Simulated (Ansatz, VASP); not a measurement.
**TaSi2: VASP beside Ansatz**

Contents of INCAR:

```
SYSTEM = TaSi2
  PREC = Accurate
  ENCUT = 500
  EDIFF = 1E-6
  ISMEAR = 0
  SIGMA = 0.1
  LREAL = .False.
  LASPH = .True.
  NELM = 120
  ALGO = Normal
  ISIF = 2
  LWAVE = .False.
  LCHARG = .False.
  GGA = PE
  NBANDS = 16
  GGA_COMPAT = .False.
```

The input KPOINTS:

```
regular mesh
0
Gamma
  6 6 6
  0 0 0
```

POSCAR

```
TaSi2
1.0
    0.0000000000      3.1347527500      3.1347527500
    3.1347527500      0.0000000000      3.1347527500
    3.1347527500      3.1347527500      0.0000000000
Ta Si
1 2
Direct
    0.0000000000      0.0000000000      0.0000000000
    0.2500000000      0.2500000000      0.2500000000
    0.7500000000      0.7500000000      0.7500000000
```

Input for Ansatz:

```yaml
crystal:
  lattice:
    - [0.0, 3.13475275, 3.13475275]
    - [3.13475275, 0.0, 3.13475275]
    - [3.13475275, 3.13475275, 0.0]
  atoms:
    - { symbol: Ta, position: [0.0, 0.0, 0.0] }
    - { symbol: Si, position: [0.25, 0.25, 0.25] }
    - { symbol: Si, position: [0.75, 0.75, 0.75] }
basis:
  ecutwfc: 420
kpoints:
  mp_grid: { grid: [6, 6, 6] }
hamiltonian:
  xc: pbe
scf:
  occupations: { method: gaussian, width: 0.1 }
  lower_state_search: "off"
output:
  forces: true
  stress: true
  eigenvalues: true
```

Change from the starting cell: species swapped into the Rb2Te type (Fm-3m, No. 225).

Alike in both runs: task single point; functional PBE; k mesh 6 × 6 × 6; occupations gaussian, width 0.1 eV; no spin polarisation.

|  | VASP | Ansatz |
| --- | --- | --- |
| version | VASP 6.6.1 | Ansatz 0.2.0 |
| potentials or method | VASP PAW PBE potentials, release 64 (Ta_pv, Si), cutoff 500 eV | scalar-relativistic, plane waves, PAW |
| valence electrons in the cell | 19 | 21 |

```tsv
	VASP	Ansatz	Ansatz less VASP
gap on the k mesh at the Fermi level (eV)	none	none	-
pressure (GPa)	-9.5	-9.5	+0.01
```

A gap of «none» marks a metal or a gap that the smearing closes. With one functional, cell and mesh, what is left measures potentials, basis and numerics. VASP's potentials hold 19 valence electrons a cell and Ansatz's 21, so a difference there can come from the potentials and not from the codes.

Neither program's run includes spin-orbit coupling.
